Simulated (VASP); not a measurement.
A run of VASP 6.6.1 is set up as follows.

POSCAR

```
MoI
1.0
    3.6232628200      0.0000000000      0.0000000000
    0.0000000000      3.6232628200      0.0000000000
    0.0000000000      0.0000000000      5.0420814100
Mo I
1 1
Direct
    0.5000000000      0.5000000000      0.5000000000
    0.0000000000      0.0000000000      0.5000000000
```

Contents of INCAR.step1:

```
SYSTEM = MoI
PREC     = Accurate       ! precision mode
ENCUT    = 520            ! plane-wave cutoff, eV
EDIFF    = 1E-5           ! SCF threshold, eV
ISMEAR   = 1              ! smearing method
SIGMA    = 0.05           ! smearing width, eV
LREAL    = .FALSE.        ! projectors in reciprocal space
LASPH    = .TRUE.         ! aspherical terms in the spheres
NELM     = 80             ! most SCF steps
ALGO     = Normal         ! electronic algorithm
ISIF     = 2              ! what is computed and relaxed
LWAVE    = .TRUE.         ! write WAVECAR
LCHARG   = .FALSE.        ! write CHGCAR
NBANDS   = 18             ! bands
GGA      = PE             ! functional
```

File INCAR.step2:

```
SYSTEM = MoI
PREC     = Accurate       ! precision mode
ENCUT    = 520            ! plane-wave cutoff, eV
EDIFF    = 1E-6           ! SCF threshold, eV
ISMEAR   = 1              ! smearing method
SIGMA    = 0.05           ! smearing width, eV
LREAL    = .FALSE.        ! projectors in reciprocal space
LASPH    = .TRUE.         ! aspherical terms in the spheres
NELM     = 80             ! most SCF steps
ALGO     = Normal         ! electronic algorithm
ISIF     = 2              ! what is computed and relaxed
LWAVE    = .FALSE.        ! write WAVECAR
LCHARG   = .FALSE.        ! write CHGCAR
GGA      = PE             ! functional
LHFCALC  = .TRUE.         ! exact exchange
HFSCREEN = 0.2079         ! screening, 1/A
PRECFOCK = Normal       
NBANDS   = 18             ! bands
ISTART   = 1
```

The input KPOINTS:

```
Automatic mesh
0
G
  4 4 3
  0 0 0
```

Potentials or basis: VASP PAW PBE potentials, release 64 (Mo_sv, I).

The run is started by

```console
$ cat potpaw_PBE.64/Mo_sv/POTCAR potpaw_PBE.64/I/POTCAR > POTCAR
$ cp INCAR.step1 INCAR
$ mpirun -np 1 vasp_std > vasp.out
$ cp INCAR.step2 INCAR
$ mpirun -np 1 vasp_std > vasp.out
```

Problem. What does it give for the band gap on the k mesh?

Solution. Zero (an odd number of electrons rules out a gap without spin polarisation).

Problem. Estimate the pressure.

Solution. 8.0 GPa.

Stress tensor (GPa, compression positive):
```
13.19  0.00  0.00
 0.00 13.19  0.00
 0.00  0.00 -2.30
```

Caveat: the k points lie up to 0.43 Å⁻¹ apart, too coarse for converged energies and pressures of a metal; the PAW data sets were made with another functional, which shifts forces and pressure a little; spin-orbit coupling is left out, which moves the levels of the heavy elements; an odd number of electrons without spin polarisation forces a metal; a magnetic or distorted state may lie lower.
